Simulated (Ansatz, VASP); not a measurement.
## PbO in VASP and in Ansatz

Contents of INCAR:

```
PREC = Accurate
ENCUT = 520
EDIFF = 1E-6
ISMEAR = 0
SIGMA = 0.05
LREAL = False
LASPH = True
NELM = 60
ALGO = Normal
ISIF = 2
LWAVE = False
LCHARG = False
GGA = PE
NBANDS = 28
```

File KPOINTS:

```
Automatic mesh
0
Gamma
  8 8 6
```

Contents of POSCAR:

```
PbO
1.0
    3.9147840000      0.0000000000      0.0000000000
    0.0000000000      3.9147840000      0.0000000000
    0.0000000000      0.0000000000      5.0973300000
Pb O
2 2
Direct
    0.0000000000      0.5000000000      0.2351000000
    0.5000000000      0.0000000000      0.7649000000
    0.0000000000      0.0000000000      0.0000000000
    0.5000000000      0.5000000000      0.0000000000
```

Input for Ansatz:

```yaml
crystal:
  lattice:
    - [3.914784, 0.0, 0.0]
    - [0.0, 3.914784, 0.0]
    - [0.0, 0.0, 5.09733]
  atoms:
    - { symbol: Pb, position: [0.0, 0.5, 0.2351] }
    - { symbol: Pb, position: [0.5, 0.0, 0.7649] }
    - { symbol: O, position: [0.0, 0.0, 0.0] }
    - { symbol: O, position: [0.5, 0.5, 0.0] }
basis:
  ecutwfc: 420
kpoints:
  mp_grid: { grid: [8, 8, 6] }
hamiltonian:
  xc: pbe
scf:
  occupations: { method: gaussian, width: 0.05 }
output:
  forces: true
  stress: true
  eigenvalues: true
  write_density: true
  write_potential: true
  elf: true
  volumetric_format: npy
```

Change from the starting cell: strain -0.015 along x and y, +0.015 along z, atoms carried along.

Alike in both runs: task single point; functional PBE; k mesh 8 × 8 × 6; occupations gaussian, width 0.05 eV; no spin polarisation.

|  | VASP | Ansatz |
| --- | --- | --- |
| version | VASP 6.6.1 | Ansatz 0.2.0 |
| potentials or method | VASP PAW PBE potentials, release 64 (Pb_d, O), cutoff 520 eV | scalar-relativistic, plane waves, PAW |
| valence electrons in the cell | 40 | 40 |

|  | VASP | Ansatz | Ansatz less VASP |
| --- | --- | --- | --- |
| gap on the k mesh at the Fermi level (eV) | 1.14 | 1.13 | -0.009 |
| least direct gap on the mesh (eV) | 2.30 | 2.30 | -0.002 |
| pressure (GPa) | 6.8 | 6.7 | -0.09 |
| traceless stress, the component that is largest in VASP (GPa) | -1.74 | -1.74 | +0.008 |
| rms of the force components (eV/Å) | 0.247 | 0.228 | -0.0190 |

Atom by atom the forces differ by 0.019 eV/Å (rms over components).

Neither program's run includes spin-orbit coupling.
